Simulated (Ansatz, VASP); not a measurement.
**Si4O7 in VASP and in Ansatz**

INCAR

```
PREC     = Accurate       # precision mode
ENCUT    = 520            # plane-wave cutoff, eV
EDIFF    = 1E-7           # SCF threshold, eV
ISMEAR   = 0              # smearing method
SIGMA    = 0.05           # smearing width, eV
LREAL    = False          # projectors in reciprocal space
LASPH    = True           # aspherical terms in the spheres
NELM     = 60             # most SCF steps
ALGO     = Normal         # electronic algorithm
ISIF     = 2              # what is computed and relaxed
LWAVE    = False          # write WAVECAR
LCHARG   = False          # write CHGCAR
GGA      = PE             # functional
NBANDS   = 40             # bands
```

The input KPOINTS:

```
regular mesh
0
Gamma
  4 4 4
```

File POSCAR:

```
Si4O7
1.0
    5.0799801732      0.0000000000      0.0000000000
    0.0000000000      5.0799801732      0.0000000000
    0.0000000000      0.0000000000      7.0914769300
Si O
4 7
Direct
    0.2944292339      0.2944292339      0.0000000000
    0.2055707661      0.7944292339      0.2500000000
    0.7055707661      0.7055707661      0.5000000000
    0.7944292339      0.2055707661      0.7500000000
    0.4053663613      0.7409644515      0.4248320116
    0.7590355485      0.9053663613      0.6748320116
    0.5946336387      0.2590355485      0.9248320116
    0.7409644515      0.4053663613      0.5751679884
    0.8921223462      0.9780669345      0.3311008348
    0.2590355485      0.5946336387      0.0751679884
    0.0946336387      0.2409644515      0.8251679884
```

Input for Ansatz:

```yaml
crystal:
  lattice:
    - [5.0799801732, 0.0, 0.0]
    - [0.0, 5.0799801732, 0.0]
    - [0.0, 0.0, 7.09147693]
  atoms:
    - { symbol: Si, position: [0.2944292339, 0.2944292339, 0.0] }
    - { symbol: Si, position: [0.2055707661, 0.7944292339, 0.25] }
    - { symbol: Si, position: [0.7055707661, 0.7055707661, 0.5] }
    - { symbol: Si, position: [0.7944292339, 0.2055707661, 0.75] }
    - { symbol: O, position: [0.4053663613, 0.7409644515, 0.4248320116] }
    - { symbol: O, position: [0.7590355485, 0.9053663613, 0.6748320116] }
    - { symbol: O, position: [0.5946336387, 0.2590355485, 0.9248320116] }
    - { symbol: O, position: [0.7409644515, 0.4053663613, 0.5751679884] }
    - { symbol: O, position: [0.8921223462, 0.9780669345, 0.3311008348] }
    - { symbol: O, position: [0.2590355485, 0.5946336387, 0.0751679884] }
    - { symbol: O, position: [0.0946336387, 0.2409644515, 0.8251679884] }
basis:
  ecutwfc: 420
kpoints:
  mp_grid: { grid: [4, 4, 4] }
hamiltonian:
  xc: pbe
  pseudopotentials: { kind: paw, azcp: { folder: soft_1 } }
scf:
  occupations: { method: gaussian, width: 0.05 }
output:
  forces: true
  stress: true
  eigenvalues: true
  write_density: true
  write_potential: true
  elf: true
  volumetric_format: npy
```

Change from the starting cell: O vacancy; atom 9 moved 0.250 of the way to it and +0.900 Å across, host rigid.

Alike in both runs: task single point; functional PBE; k mesh 4 × 4 × 4; occupations gaussian, width 0.05 eV; no spin polarisation.

```csv
,VASP,Ansatz
version,VASP 6.6.1,Ansatz 0.2.0
potentials or method,"VASP PAW PBE potentials, release 64 (Si, O), cutoff 520 eV","scalar-relativistic, plane waves, PAW"
valence electrons in the cell,58,58
```

|  | VASP | Ansatz | Ansatz less VASP |
| --- | --- | --- | --- |
| gap on the k mesh at the Fermi level (eV) | 0.96 | 0.96 | +0.004 |
| least direct gap on the mesh (eV) | 1.39 | 1.39 | +0.006 |
| pressure (GPa) | -4.0 | -4.1 | -0.08 |
| traceless stress, the component that is largest in VASP (GPa) | -4.72 | -4.72 | -0.001 |
| rms of the force components (eV/Å) | 1.817 | 1.819 | +0.0020 |

Atom by atom the forces differ by 0.013 eV/Å (rms over components).
